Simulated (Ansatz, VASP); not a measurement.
**Two plane-wave programs on SiC**

The input INCAR:

```
SYSTEM = SiC
ALGO = Normal
EDIFF = 1E-7
ENCUT = 520
GGA = PS
ISIF = 2
ISMEAR = 0
LASPH = .True.
LCHARG = .True.
LELF = .True.
LREAL = .False.
LVHAR = .True.
LWAVE = .False.
NBANDS = 11
NELM = 100
PREC = Accurate
SIGMA = 0.05
```

File KPOINTS:

```
k-points
0
Gamma
  12 12 12
  0 0 0
```

The input POSCAR:

```
SiC
1.0
    0.0000000000      2.1298249728      2.1298249728
    2.1298249728      0.0000000000      2.1298249728
    2.0469037872      2.0469037872      0.0829211856
Si C
1 1
Direct
    0.0000000000      0.0000000000      0.0000000000
    0.7500000000      0.7500000000      0.7500000000
```

Input for Ansatz:

```yaml
crystal:
  lattice:
    - [0.0, 2.1298249728, 2.1298249728]
    - [2.1298249728, 0.0, 2.1298249728]
    - [2.0469037872, 2.0469037872, 0.0829211856]
  atoms:
    - { symbol: Si, position: [0.0, 0.0, 0.0] }
    - { symbol: C, position: [0.75, 0.75, 0.75] }
basis:
  ecutwfc: 520.0
kpoints:
  mp_grid: { grid: [12, 12, 12] }
hamiltonian:
  xc: pbesol
  pseudopotentials: { kind: paw, azcp: { folder: soft_1 } }
scf:
  occupations: { method: gaussian, width: 0.05 }
output:
  forces: true
  stress: true
  eigenvalues: true
  write_density: true
  write_potential: true
  elf: true
  volumetric_format: npy
```

Alike in both runs: task single point; functional PBEsol; k mesh 12 × 12 × 12; occupations gaussian, width 0.05 eV; no spin polarisation.

|  | VASP | Ansatz |
| --- | --- | --- |
| version | VASP 6.6.1 | Ansatz 0.2.0 |
| potentials or method | VASP PAW PBE potentials, release 64 (Si, C), cutoff 520 eV | scalar-relativistic, plane waves, PAW |
| valence electrons in the cell | 8 | 8 |

```csv
,VASP,Ansatz,Ansatz less VASP
gap on the k mesh at the Fermi level (eV),0.78,0.80,+0.018
least direct gap on the mesh (eV),4.10,4.12,+0.022
rms of the force components (eV/Å),0.801,0.797,-0.0045
```

VASP's potentials were made for PBE, not for PBEsol, and Ansatz warns of the same on its side. Atom by atom the forces differ by 0.004 eV/Å (rms over components).
